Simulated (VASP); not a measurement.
Set up this calculation in VASP 6.6.1, as the native input.

```
Task                   : single point
Functional             : PBE
Potentials or basis    : VASP PAW PBE potentials, release 64 (Mg)
Cutoff                 : 520 eV
k mesh                 : 18 × 18 × 18
Occupations            : gaussian, width 0.15 eV
Spin                   : no spin polarisation
Dipole correction      : no
Further INCAR settings : ALGO = Normal; EDIFF = 1e-07; NBANDS = 7
```

The structure of Mg lies in POSCAR:

```
Mg
1.0
   -1.7499000000      1.7499000000      1.7730500000
    1.7499000000     -1.7499000000      1.7730500000
    1.7499000000      1.7499000000     -1.7730500000
Mg
1
Direct
    0.0000000000      0.0000000000      0.0000000000
```

One way to write it, as run:

INCAR

```
ALGO     = Normal         # electronic algorithm
EDIFF    = 1E-7           # SCF threshold, eV
ENCUT    = 520            # plane-wave cutoff, eV
GGA      = PE             # functional
ISIF     = 2              # what is computed and relaxed
ISMEAR   = 0              # smearing method
LASPH    = T              # aspherical terms in the spheres
LCHARG   = T              # write CHGCAR
LELF     = T              # ELF
LREAL    = F              # projectors in reciprocal space
LVHAR    = T            
LWAVE    = F              # write WAVECAR
NBANDS   = 7              # bands
NELM     = 60             # most SCF steps
PREC     = Accurate       # precision mode
SIGMA    = 0.15           # smearing width, eV
```

KPOINTS

```
k-points
0
Gamma
  18 18 18
```

Potentials or basis: VASP PAW PBE potentials, release 64 (Mg).

Run with:

```sh
$ cat potpaw_PBE.64/Mg/POTCAR > POTCAR
$ mpirun -np 1 vasp_std > vasp.out
```

Results of the run:

- Pressure: 2.0 GPa
- Band gap on the k mesh: zero (band 1 reaches 6.76 eV, above the bottom of band 2 at 2.01 eV)

Run time: 14 s on 1 thread of Intel(R) Xeon(R) 6975P-C (Granite Rapids) (shared host), peak memory 0.19 GiB.
